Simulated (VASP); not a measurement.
Wanted: the native input for a VASP 6.6.1 run.

```
Task                   : single point
Functional             : PBE
Potentials or basis    : VASP PAW PBE potentials, release 64 (Be)
Cutoff                 : 520 eV
k mesh                 : 24 × 24 × 24
Occupations            : gaussian, width 0.1 eV
Spin                   : no spin polarisation
Dipole correction      : no
Further INCAR settings : ALGO = Normal; EDIFF = 1e-06; NBANDS = 7
```

The structure of Be lies in POSCAR:

```
Be
1.0
   -1.2375867007      1.2375867007      1.2375867007
    1.2375867007     -1.2375867007      1.2375867007
    1.2375867007      1.2375867007     -1.2375867007
Be
1
Direct
    0.0000000000      0.0000000000      0.0000000000
```

This cell differs from its parent crystal: volume scaled by 0.97.

One way to write it, as run:

INCAR

```
  PREC = Accurate
  ENCUT = 520
  EDIFF = 1E-6
  ISMEAR = 0
  SIGMA = 0.1
  LREAL = F
  LASPH = T
  NELM = 60
  ALGO = Normal
  ISIF = 2
  LWAVE = F
  LCHARG = F
  GGA = PE
  NBANDS = 7
```

KPOINTS

```
regular mesh
0
Gamma
  24 24 24
```

Potentials or basis: VASP PAW PBE potentials, release 64 (Be).

The run is started by

```bash
$ cat potpaw_PBE.64/Be/POTCAR > POTCAR
$ mpirun -np 1 vasp_std > vasp.out
```

Results of the run:

| Quantity | Value |
| --- | --- |
| Pressure | 4.2 GPa |
| Band gap on the k mesh | zero (band 1 reaches 12.33 eV, above the bottom of band 2 at 6.85 eV) |

Run time: 4.1 s on 1 thread of Intel(R) Xeon(R) 6975P-C (Granite Rapids), with other jobs on the host, peak memory 0.12 GiB.
